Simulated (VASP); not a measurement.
Here is a VASP 6.6.1 calculation.

Contents of INCAR:

```
SYSTEM = Ta18N17
PREC = Accurate
ENCUT = 520
EDIFF = 1E-6
ISMEAR = 1
SIGMA = 0.1
LREAL = Auto
LASPH = .True.
NELM = 100
ALGO = Normal
ISIF = 2
LWAVE = .False.
LCHARG = .False.
GGA = PS
NBANDS = 164
```

Contents of KPOINTS:

```
regular mesh
0
Gamma
  1 1 1
  0 0 0
```

Contents of POSCAR:

```
Ta18N17
1.0
    7.7675072900      4.4845723700      0.0000000000
   -7.7675072400      4.4845724600      0.0000000000
    0.0000000000      0.0000000000      5.7917586500
Ta N
18 17
Direct
   -0.0043763732     -0.0023194714     -0.0016846351
    0.3316149777      0.6657418651     -0.0002109895
    0.6701695106      0.3354048447     -0.0026130232
    0.0025128090      0.6698707966      0.2519210637
    0.3242767840      0.3457001327      0.2355811218
    0.6637261771     -0.0053519204      0.2520099832
   -0.0025059598      0.3308246597      0.2484601115
    0.3362064763      0.0074416739      0.2516738159
    0.6582161031      0.6609863654      0.2481097861
   -0.0026458672     -0.0006949196      0.4994260249
    0.3370966553      0.6620902394      0.5008034995
    0.6827265447      0.3437162439      0.5048475216
    0.0020190198      0.6695107697      0.7517316006
    0.3351977073      0.3348543561      0.7485425865
    0.6621937481     -0.0062351064      0.7523241667
   -0.0007686393      0.3313073949      0.7481024783
    0.3331090624      0.0020493152      0.7554757138
    0.6607748869      0.6620303776      0.7521451192
    0.1294321223      0.8705033346      0.0024714428
    0.4607107027      0.5311620079     -0.0066919225
    0.7952609087      0.1975403251      0.0005675306
    0.0689944509      0.5348999070      0.0008520728
    0.4073969546      0.2082806961      0.0072877691
    0.7333739598      0.8619355440      0.0019859253
    0.1267490558      0.2596757432     -0.0092619536
    0.4633980852      0.9277093387      0.0057504123
    0.7981679413      0.5967654950      0.0042318752
    0.1332960230      0.8726863872      0.5019869051
    0.7975793537      0.1950811756      0.5015138191
    0.0734333709      0.5377945736      0.5011020271
    0.4449621453      0.2817940994      0.4715484821
    0.7309408925      0.8610886999      0.5003057232
    0.1317388236      0.2634056473      0.5005457194
    0.4587577511      0.9261120658      0.5024643076
    0.8034418619      0.6031577924      0.5006501782
```

Potentials or basis: VASP PAW PBE potentials, release 64 (Ta_pv, N).

Run with:

```sh
$ cat potpaw_PBE.64/Ta_pv/POTCAR potpaw_PBE.64/N/POTCAR > POTCAR
$ mpirun -np 1 vasp_gam > vasp.out
```

(1) Predict the pressure.

(2) What does it give for the band gap on the k mesh?

(3) What does it give for the largest force?

Answers

(1) -2.4 GPa.

(2) zero (an odd number of electrons rules out a gap without spin polarisation).

(3) 5.407 eV/Å.

Caveat: the k points lie up to 1.08 Å⁻¹ apart, too coarse for converged energies and pressures of a metal; the PAW data sets were made with another functional, which shifts forces and pressure a little; spin-orbit coupling is left out, which moves the levels of the heavy elements.
